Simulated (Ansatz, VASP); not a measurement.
## TaVN2: VASP beside Ansatz

The input INCAR:

```
  ALGO = Normal
  EDIFF = 1E-6
  ENCUT = 520
  GGA = PS
  ISIF = 2
  ISMEAR = -1
  ISPIN = 2
  LASPH = True
  LCHARG = True
  LELF = True
  LMAXMIX = 4
  LORBIT = 11
  LREAL = False
  LVHAR = True
  LWAVE = False
  MAGMOM = 0 2 0 0
  NBANDS = 29
  NELM = 150
  PREC = Accurate
  SIGMA = 0.05
```

Contents of KPOINTS:

```
k-points
0
Gamma
  9 9 6
```

The input POSCAR:

```
TaVN2
1.0
    2.9876073466      0.0000000000      0.0000000000
    0.0000000000      2.9876073466      0.0000000000
    0.0000000000      0.0000000000      4.2083626574
Ta V N
1 1 2
Direct
    0.0000000000      0.0000000000      0.0000000000
    0.5000000000      0.5000000000      0.5000000000
    0.5000000000      0.5000000000      0.0000000000
    0.0000000000      0.0000000000      0.5000000000
```

File input.yaml:

```yaml
crystal:
  lattice:
    - [2.9876073466, 0.0, 0.0]
    - [0.0, 2.9876073466, 0.0]
    - [0.0, 0.0, 4.2083626574]
  atoms:
    - { symbol: Ta, position: [0.0, 0.0, 0.0] }
    - { symbol: V, position: [0.5, 0.5, 0.5], spin: 2.0 }
    - { symbol: "N", position: [0.5, 0.5, 0.0] }
    - { symbol: "N", position: [0.0, 0.0, 0.5] }
kpoints:
  mp_grid: { grid: [9, 9, 6] }
scf:
  occupations: { method: fermi_dirac, width: 0.05 }
hamiltonian:
  xc: pbesol
  pseudopotentials: { kind: all_electron, lapw: { basis_error: 0.001 } }
magnetization:
  spin_polarized: true
output:
  forces: true
  stress: true
  eigenvalues: true
```

Change from the starting cell: volume scaled by 0.94.

Alike in both runs: task single point; functional PBEsol; k mesh 9 × 9 × 6; occupations fermi-dirac, width 0.05 eV; collinear spin.

|  | VASP | Ansatz |
| --- | --- | --- |
| version | VASP 6.6.1 | Ansatz 0.2.0 |
| potentials or method | VASP PAW PBE potentials, release 64 (Ta_pv, V_sv, N), cutoff 520 eV | all-electron LAPW, scalar-relativistic |

VASP gave:

- gap on the k mesh at the Fermi level (eV): none
- pressure (GPa): 9.2
- traceless stress, the component that is largest in VASP (GPa): -1.55
- net moment per atom (μB): 0.04
- size of the moment on the site where the two differ most (μB): 0.16

Question: Which values does Ansatz return?

Answer: gap on the k mesh at the Fermi level (eV): none; pressure (GPa): 8.1; traceless stress, the component that is largest in VASP (GPa): -1.53; net moment per atom (μB): 0.08; size of the moment on the site where the two differ most (μB): 0.29.

VASP's potentials were made for PBE, not for PBEsol. Site moments also hang on the region over which each program counts them. A gap of «none» marks a metal or a gap that the smearing closes. Ansatz ran all-electron here, and VASP with PAW potentials.

Spin-orbit coupling is off throughout.
